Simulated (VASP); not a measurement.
# Al in VASP: a series of runs, part 2 of 2

VASP 6.6.1.

## 3. Relaxation of the atoms, PBE+D3(BJ)

This run uses another cell than the first one: it holds 27 atoms, not 12.

Contents of INCAR:

```
SYSTEM = Al
PREC = Accurate
ENCUT = 520
EDIFF = 1E-7
ISMEAR = 0
SIGMA = 0.1
LREAL = Auto
LASPH = .TRUE.
NELM = 100
ALGO = Fast
ISIF = 2
LWAVE = .FALSE.
LCHARG = .FALSE.
LDIPOL = .TRUE.
IDIPOL = 3
DIPOL = 0.5 0.5 0.500
GGA = PE
IVDW = 12
IBRION = 2
NSW = 90
EDIFFG = -0.03
```

Contents of KPOINTS:

```
Automatic mesh
0
G
  3 3 1
  0 0 0
```

Contents of POSCAR:

```
Al
1.0
    8.4486369612      0.0000000000      0.0000000000
   -4.2243184806      7.3167342358      0.0000000000
    0.0000000000      0.0000000000     20.5988554616
Al
27
Selective dynamics
Direct
    0.2222222222      0.1111111111      0.3883710925  F F F
    0.2222222222      0.4444444444      0.3883710925  F F F
    0.2222222222      0.7777777778      0.3883710925  F F F
    0.5555555556      0.1111111111      0.3883710925  F F F
    0.5555555556      0.4444444444      0.3883710925  F F F
    0.5555555556      0.7777777778      0.3883710925  F F F
    0.8888888889      0.1111111111      0.3883710925  F F F
    0.8888888889      0.4444444444      0.3883710925  F F F
    0.8888888889      0.7777777778      0.3883710925  F F F
    0.4444444444      0.2222222222      0.5000000000  T T T
    0.4444444444      0.5555555556      0.5000000000  T T T
    0.4444444444      0.8888888889      0.5000000000  T T T
    0.7777777778      0.2222222222      0.5000000000  T T T
    0.7777777778      0.5555555556      0.5000000000  T T T
    0.7777777778      0.8888888889      0.5000000000  T T T
    0.1111111111      0.2222222222      0.5000000000  T T T
    0.1111111111      0.5555555556      0.5000000000  T T T
    0.1111111111      0.8888888889      0.5000000000  T T T
    0.6666666667      0.3333333333      0.6116289075  T T T
    0.6666666667      0.6666666667      0.6116289075  T T T
    0.6666666667      0.0000000000      0.6116289075  T T T
    0.0000000000      0.3333333333      0.6116289075  T T T
    0.0000000000      0.6666666667      0.6116289075  T T T
    0.0000000000      0.0000000000      0.6116289075  T T T
    0.3333333333      0.3333333333      0.6116289075  T T T
    0.3333333333      0.6666666667      0.6116289075  T T T
    0.3333333333      0.0000000000      0.6116289075  T T T
```

Potentials or basis: VASP PAW PBE potentials, release 64 (Al).

Command:

```console
$ cat potpaw_PBE.64/Al/POTCAR > POTCAR
$ mpirun -np 1 vasp_std > vasp.out
```

OUTCAR:

```text
SYSTEM = Al
   PREC = Accurate
   ENCUT = 520
   EDIFF = 1E-7
   ISMEAR = 0
   LREAL = Auto
   LASPH = .TRUE.
   NELM = 100
   ISIF = 2
   GGA = PE
   IVDW = 12
   IBRION = 2
   NSW = 90
   EDIFFG = -0.03
 IVDW          = 12

 ion  position               nearest neighbor table
   1  0.222  0.111  0.388-   7 2.82   2 2.82   3 2.82   9 2.82  10 2.82  16 2.82  18 2.82   5 2.82
                             4 2.82
   2  0.222  0.444  0.388-   8 2.82   1 2.82   7 2.82  11 2.82  16 2.82  17 2.82   5 2.82   6 2.82
                             3 2.82
   3  0.222  0.778  0.388-   9 2.82   1 2.82  12 2.82  18 2.82  17 2.82   4 2.82   8 2.82   6 2.82
                             2 2.82
   4  0.556  0.111  0.388-   7 2.82   5 2.82   8 2.82   6 2.82  13 2.82  12 2.82   3 2.82  10 2.82
                             1 2.82
   5  0.556  0.444  0.388-   8 2.82   4 2.82  14 2.82  10 2.82   1 2.82   9 2.82   2 2.82   6 2.82
                            11 2.82
   6  0.556  0.778  0.388-   9 2.82   7 2.82   4 2.82  15 2.82  11 2.82  12 2.82   3 2.82   5 2.82
                             2 2.82
   7  0.889  0.111  0.388-   4 2.82   1 2.82   8 2.82   2 2.82   6 2.82   9 2.82  13 2.82  16 2.82
                            15 2.82
   8  0.889  0.444  0.388-   5 2.82   2 2.82   4 2.82   7 2.82  17 2.82  13 2.82   3 2.82  14 2.82
                             9 2.82
   9  0.889  0.778  0.388-   6 2.82   3 2.82   1 2.82   7 2.82  15 2.82  18 2.82  14 2.82   5 2.82
[... 44 lines left out ...]
 A1 = (   8.4486369612,   0.0000000000,   0.0000000000)
 A2 = (  -4.2243184806,   7.3167342358,   0.0000000000)
 A3 = (   0.0000000000,   0.0000000000,  20.5988554616)

Analysis of symmetry for initial positions (statically):
=====================================================================
 Subroutine PRICEL returns following result:

  LATTYP: Found a hexagonal cell.
 ALAT       =     2.8162123201
 C/A-ratio  =     7.3143829797
[... 12 lines left out ...]
 Subroutine GETGRP returns: Found 12 space group operations
 (whereof  6 operations were pure point group operations)
 out of a pool of 24 trial point group operations.

The static configuration has the point symmetry C_3v.
 The point group associated with its full space group is D_3d.

Analysis of symmetry for dynamics (positions and initial velocities):
=====================================================================
 Subroutine PRICEL returns following result:

  LATTYP: Found a hexagonal cell.
 ALAT       =     2.8162123201
 C/A-ratio  =     7.3143829797
[... 12 lines left out ...]
 Subroutine GETGRP returns: Found 12 space group operations
 (whereof  6 operations were pure point group operations)
 out of a pool of 24 trial point group operations.

The dynamic configuration has the point symmetry C_3v.
 The point group associated with its full space group is D_3d.

Analysis of constrained symmetry for selective dynamics:
=====================================================================
 Subroutine PRICEL returns following result:

  LATTYP: Found a hexagonal cell.
 ALAT       =     2.8162123201
 C/A-ratio  =     7.3143829797
[... 12 lines left out ...]
 Subroutine GETGRP returns: Found  6 space group operations
 (whereof  6 operations were pure point group operations)
 out of a pool of 24 trial point group operations.

The constrained configuration has the point symmetry C_3v.

 Subroutine INISYM returns: Found  6 space group operations
 (whereof  6 operations are pure point group operations),
 and found     9 'primitive' translations

----------------------------------------------------------------------------------------

                                     Primitive cell

  volume of cell :     141.4831

  direct lattice vectors                    reciprocal lattice vectors
     2.816212320  0.000000000  0.000000000     0.355086864  0.205009496  0.000000000
[... 58 lines left out ...]
   ISTART =      0    job   : 0-new  1-cont  2-samecut
   ICHARG =      2    charge: 1-file 2-atom 10-const
   ISPIN  =      1    spin polarized calculation?
   LNONCOLLINEAR =      F non collinear calculations
   LSORBIT =      F    spin-orbit coupling
   LASPH  =      T    aspherical Exc in radial PAW
   ENCUT  =  520.0 eV  38.22 Ry    6.18 a.u.  15.71 15.71 38.30*2*pi/ulx,y,z
   NELM   =    100;   NELMIN=  2; NELMDL= -5     # of ELM steps
   EDIFF  = 0.1E-06   stopping-criterion for ELM
   LREAL  =      T    real-space projection
   EDIFFG = -.3E-01   stopping-criterion for IOM
   NSW    =     90    number of steps for IOM
   IBRION =      2    ionic relax: 0-MD 1-quasi-New 2-CG
   NFREE  =      1    steps in history (QN), initial steepest desc. (CG)
   ISIF   =      2    stress and relaxation
   ISYM   =      2    0-nonsym 1-usesym 2-fastsym
   POTIM  = 0.5000    time-step for ionic-motion
   TEBEG  =    0.0;   TEEND  =   0.0 temperature during run
   PSTRESS=    0.0 pullay stress
   NELECT =      81.0000    total number of electrons
   NUPDOWN=      -1.0000    fix difference up-down
   EMIN   =  10.00;   EMAX   =-10.00  energy-range for DOS
   EFERMI =   0.00;   METHOD = LEGACY
   ISMEAR =     0;   SIGMA  =   0.10  broadening in eV -4-tet -1-fermi 0-gaus
   EFERMI_NEDOS =   21; number of points for ismear=-14 and -15
   IALGO  =     68    algorithm
   IMIX   =      4    mixing-type and parameters
     AMIX     =   0.40;   BMIX     =  1.00
     AMIX_MAG =   1.60;   BMIX_MAG =  1.00
  volume/ion in A,a.u.               =      47.16       318.26
  Fermi-wavevector in a.u.,A,eV,Ry     =   0.653513  1.234960  5.810764  0.427079
  Thomas-Fermi vector in A             =   1.723777
   LORBIT       =      0    0 simple, 1 ext, 2 COOP (PROOUT), +10 PAW based schemes
   GGA     = PE    functional components
   LHFCALC =     F    Hartree Fock is set to
   AEXX    =    0.0000 exact exchange contribution
   IVDW    =    12    specifies the selected vdW correction
   LEPSILON=     F    determine dielectric tensor
   LRPA    =     F    only Hartree local field effects (RPA)
 conjugate gradient relaxation of ions
 non-spin polarized calculation
 RMM-DIIS sequential band-by-band and
 Gauss-broadening in eV      SIGMA  =   0.10
  energy-cutoff  :      520.00
  volume of cell :     1273.35
 maximum number of plane-waves:     34421
 NGX is ok and might be reduce to    64

--------------------------------------- Ionic step        1  -------------------------------------------

 number of electron      81.0000000 magnetization

 Free energy of the ion-electron system (eV)
  ---------------------------------------------------
  ext. energy  EPLUGINS =         0.00000000
  ---------------------------------------------------
  free energy    TOTEN  =       -94.30838382 eV

  energy without entropy =      -94.15507202  energy(sigma->0) =      -94.23172792

------------------------ aborting loop because EDIFF is reached ----------------------------------------

 Edisp (eV)   -6.40478

 E8    (eV) :    -2.9961
[... 440 lines left out ...]
  FREE ENERGIE OF THE ION-ELECTRON SYSTEM (eV)
  ---------------------------------------------------
  free  energy   TOTEN  =      -100.8068807107 eV

  energy  without entropy=     -100.6939129782  energy(sigma->0) =     -100.75039684

 dipolmoment           0.000000      0.000000      0.000857 electrons x Angstroem

--------------------------------------- Ionic step        8  -------------------------------------------

 number of electron      81.0000000 magnetization

 dipolmoment           0.000000      0.000000     -0.001445 electrons x Angstroem

 Free energy of the ion-electron system (eV)
  ---------------------------------------------------
  ext. energy  EPLUGINS =         0.00000000
  ---------------------------------------------------
  free energy    TOTEN  =       -94.53902586 eV

  energy without entropy =      -94.42767913  energy(sigma->0) =      -94.48335249

 E-fermi :   0.4375     XC(G=0):  -4.4024

 val. band max:        0.3973456789   @ k =   0.0000   0.0000   0.0000
 cond. band min:       0.4639515647   @ k =   0.0000   0.0000   0.0000
 fundamental gap:      0.0666058858
 Fermi energy:         0.4374587647

 k-point     1 :       0.0000    0.0000    0.0000
  band No.  band energies     occupation
      1     -10.3340      2.00000
      2      -8.6913      2.00000
      3      -7.6040      2.00000
      4      -7.6040      2.00000
      5      -7.6040      2.00000
      6      -7.6040      2.00000
[... 154 lines left out ...]
     51       1.3154      0.00000
     52       2.4372      0.00000
 [bands above 52 left out]

------------------------ aborting loop because EDIFF is reached ----------------------------------------

 vacuum level on the upper side and lower side of the slab       (xc-potential included)        -0.068        -0.069

 Edisp (eV)   -6.29336

 E8    (eV) :    -2.9398

  FORCE on cell =-STRESS in cart. coord.  units (eV):
  Direction    XX          YY          ZZ          XY          YZ          ZX
  --------------------------------------------------------------------------------------
  -------------------------------------------------------------------------------------
  Total     -11.42785   -11.42785     0.06283     0.00000     0.00000     0.00000
  in kB     -14.37898   -14.37898     0.07905     0.00000     0.00000     0.00000
  external pressure =       -9.56 kB  Pullay stress =        0.00 kB
[... 42 lines left out ...]
  FREE ENERGIE OF THE ION-ELECTRON SYSTEM (eV)
  ---------------------------------------------------
  free  energy   TOTEN  =      -100.8323854736 eV

  energy  without entropy=     -100.7210387481  energy(sigma->0) =     -100.77671211

 reached required accuracy - stopping structural energy minimisation

 vacuum level on the upper side and lower side of the slab         4.139         4.137
```

It took 1.6 h on 1 thread of Oxide Virtual Turin-like, shared host; peak memory 1.3 GiB.

What came out:

* Free energy: -100.8324 eV
* Energy gained by relaxing: 4.4 meV/atom
* Ionic steps: 8
* Band gap on the k mesh: zero (an odd number of electrons rules out a gap without spin polarisation)
* Dispersion energy per atom: -0.233 eV

The path:
```csv
step,energy change (eV),largest force on free atoms (eV/Å),pressure (GPa)
1,0.0000,0.1762,-0.43
2,-0.0126,0.1531,-0.46
3,-0.0398,0.1118,-0.55
4,-0.0471,0.2645,-0.72
5,-0.0517,0.2089,-0.66
6,-0.0642,0.1899,-0.68
7,-0.0937,0.1329,-0.78
8,-0.1192,0.0270,-0.96
```

Final structure:
```yaml
crystal:
  lattice:
    - [8.44864, 0.00000, 0.00000]
    - [-4.22432, 7.31673, 0.00000]
    - [0.00000, 0.00000, 20.59886]
  atoms:
    - { symbol: Al, position: [0.22222, 0.11111, 0.38837] }
    - { symbol: Al, position: [0.22222, 0.44444, 0.38837] }
    - { symbol: Al, position: [0.22222, 0.77778, 0.38837] }
    - { symbol: Al, position: [0.55556, 0.11111, 0.38837] }
    - { symbol: Al, position: [0.55556, 0.44444, 0.38837] }
    - { symbol: Al, position: [0.55556, 0.77778, 0.38837] }
    - { symbol: Al, position: [0.88889, 0.11111, 0.38837] }
    - { symbol: Al, position: [0.88889, 0.44444, 0.38837] }
    - { symbol: Al, position: [0.88889, 0.77778, 0.38837] }
    - { symbol: Al, position: [0.44444, 0.22222, 0.50338] }
    - { symbol: Al, position: [0.44444, 0.55556, 0.50338] }
    - { symbol: Al, position: [0.44444, 0.88889, 0.50338] }
    - { symbol: Al, position: [0.77778, 0.22222, 0.50338] }
    - { symbol: Al, position: [0.77778, 0.55556, 0.50338] }
    - { symbol: Al, position: [0.77778, 0.88889, 0.50338] }
    - { symbol: Al, position: [0.11111, 0.22222, 0.50338] }
    - { symbol: Al, position: [0.11111, 0.55556, 0.50338] }
    - { symbol: Al, position: [0.11111, 0.88889, 0.50338] }
    - { symbol: Al, position: [0.66667, 0.33333, 0.61885] }
    - { symbol: Al, position: [0.66667, 0.66667, 0.61885] }
    - { symbol: Al, position: [0.66667, 0.00000, 0.61885] }
    - { symbol: Al, position: [0.00000, 0.33333, 0.61885] }
    - { symbol: Al, position: [0.00000, 0.66667, 0.61885] }
    - { symbol: Al, position: [0.00000, 0.00000, 0.61885] }
    - { symbol: Al, position: [0.33333, 0.33333, 0.61885] }
    - { symbol: Al, position: [0.33333, 0.66667, 0.61885] }
    - { symbol: Al, position: [0.33333, 0.00000, 0.61885] }
```
